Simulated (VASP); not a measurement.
Write the native input for VASP 6.6.1 that does the following.

* Task: single point
* Functional: PBE
* Potentials or basis: VASP PAW PBE potentials, release 64 (Ta_pv, As)
* Cutoff: 520 eV
* k mesh: 16 × 16 × 16
* Occupations: gaussian, width 0.05 eV
* Spin: no spin polarisation
* Dipole correction: no
* Further INCAR settings: ALGO = Normal; EDIFF = 1e-06; NBANDS = 24

The structure of TaAs lies in POSCAR:

```
TaAs
1.0
   -1.7502528682      1.7502528682      5.9717237066
    1.7502528682     -1.7502528682      5.9717237066
    1.7502528682      1.7502528682     -5.9717237066
Ta As
2 2
Direct
    0.4999414471      0.9999414471      0.5000000000
    0.7499414471      0.7499414471      0.0000000000
    0.0826579729      0.5826579729      0.5000000000
    0.3326579729      0.3326579729      0.0000000000
```

This cell differs from its parent crystal: volume scaled by 1.040.

The input as run:

INCAR

```
SYSTEM = TaAs
PREC = Accurate ; ENCUT = 520
EDIFF = 1E-6 ; ISMEAR = 0
SIGMA = 0.05 ; LREAL = .False.
LASPH = .True. ; NELM = 80
ALGO = Normal ; ISIF = 2
LWAVE = .False. ; LCHARG = .False.
GGA = PE ; NBANDS = 24
```

KPOINTS

```
Automatic mesh
0
Gamma
  16 16 16
  0 0 0
```

Potentials or basis: VASP PAW PBE potentials, release 64 (Ta_pv, As).

The run is started by

```console
$ cat potpaw_PBE.64/Ta_pv/POTCAR potpaw_PBE.64/As/POTCAR > POTCAR
$ mpirun -np 1 vasp_std > vasp.out
```

Results of the run:

```yaml
Pressure: -5.9 GPa
Band_gap_on_the_k_mesh: zero (band 16 reaches 6.55 eV, above the bottom of band 17 at 6.49 eV)
```

Caveat: spin-orbit coupling is left out, which moves the levels of the heavy elements.

It took 10 min on 1 thread of Intel(R) Xeon(R) 6975P-C (Granite Rapids) (shared host), peak memory 0.74 GiB.
